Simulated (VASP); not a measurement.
The system is HfB.

```
Hf B
1.0
     0.00000    2.31000    2.31000
     2.31000    0.00000    2.31000
     2.31000    2.31000    0.00000
Hf B
1 1
Direct
  0.50000 0.50000 0.50000
  0.00000 0.00000 0.00000
```

| Property | Result |
| --- | --- |
| Program | VASP 6.6.1 |
| Task | relaxation of cell and atoms |
| Functional | RPBE |
| Dispersion | D4 |
| Potentials or basis | VASP PAW PBE potentials, release 64 (Hf_pv, B) |
| Cutoff | 600 eV |
| k mesh | 10 × 10 × 10 |
| Occupations | fermi-dirac, width 0.05 eV |
| Spin | no spin polarisation |

At the start: pressure 24.2 GPa; volume 12.33 Å³/atom.

Q: How do energy, volume and symmetry change on relaxing?

A: Over 4 steps the energy falls by 100.7 meV/atom and the volume is 13.79 Å³/atom (+11.9 %); space group Fm-3m (No. 225, to 0.05 Å).

Step by step:
```
step  energy change (eV)  largest force (eV/Å)  pressure (GPa)  volume (Å³)
   1              0.0000                0.0000           24.22        24.65
   2              0.0927                0.0000          -19.27        31.92
   3             -0.2012                0.0000           -0.59        27.67
   4             -0.2013                0.0000           -0.11        27.59
```

Final structure:
```
Hf B
1.0
     0.00000    2.39820    2.39820
     2.39820    0.00000    2.39820
     2.39820    2.39820    0.00000
Hf B
1 1
Direct
  0.50000 0.50000 0.50000
  0.00000 0.00000 0.00000
```

Caveat: the PAW data sets were made with another functional, which shifts forces and pressure a little; the volume moved by +12 % from the deposited cell, more than functionals usually miss; pairwise dispersion overbinds metals, which lowers pressure and volume.
